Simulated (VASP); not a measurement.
Write the native input for VASP 6.6.1 that does the following.

```yaml
Task: single point
Functional: PBE
Potentials_or_basis: VASP PAW PBE potentials, release 64 (Ru_pv)
Cutoff: 520 eV
k_mesh: 9 × 7 × 1
Occupations: gaussian, width 0.1 eV
Spin: no spin polarisation
Dipole_correction: yes
Further_INCAR_settings: ALGO = Normal; EDIFF = 1e-07; NBANDS = 73
```

The structure of Ru lies in POSCAR:

```
Ru
1.0
    2.7082189700      0.0000000000      0.0000000000
    0.0000000000      3.8300000000      0.0000000000
    0.0000000000      0.0000000000     30.8328759194
Ru
9
Direct
    0.5000000000      0.5000000000      0.3243291358
    0.0000000000      0.0000000000      0.3682468518
    0.5000000000      0.5000000000      0.4121645679
    0.0000000000      0.0000000000      0.4560822839
    0.5000000000      0.5000000000      0.4989524553
    0.0000000000      0.0000000000      0.5431072185
    0.5000000000      0.5000000000      0.5861306295
    0.0000000000      0.0000000000      0.6321865466
    0.5000000000      0.5000000000      0.6688049067
```

The input as run:

INCAR

```
SYSTEM = Ru
ALGO = Normal
DIPOL = 0.5 0.5 0.499
EDIFF = 1E-7
ENCUT = 520
GGA = PE
IDIPOL = 3
ISIF = 2
ISMEAR = 0
LASPH = .TRUE.
LCHARG = .FALSE.
LDIPOL = .TRUE.
LREAL = .FALSE.
LWAVE = .FALSE.
NBANDS = 73
NELM = 60
PREC = Accurate
SIGMA = 0.1
```

KPOINTS

```
k-points
0
G
  9 7 1
  0 0 0
```

Potentials or basis: VASP PAW PBE potentials, release 64 (Ru_pv).

Command:

```bash
$ cat potpaw_PBE.64/Ru_pv/POTCAR > POTCAR
$ mpirun -np 1 vasp_std > vasp.out
```

Results of the run:

| Property | Result |
| --- | --- |
| Largest force | 1.755 eV/Å |
| Band gap on the k mesh | zero (bands 63 and 64 overlap by 1.44 eV) |

Run time: 15 min on 1 thread of Intel(R) Xeon(R) 6975P-C (Granite Rapids), with other jobs on the host, peak memory 0.56 GiB.
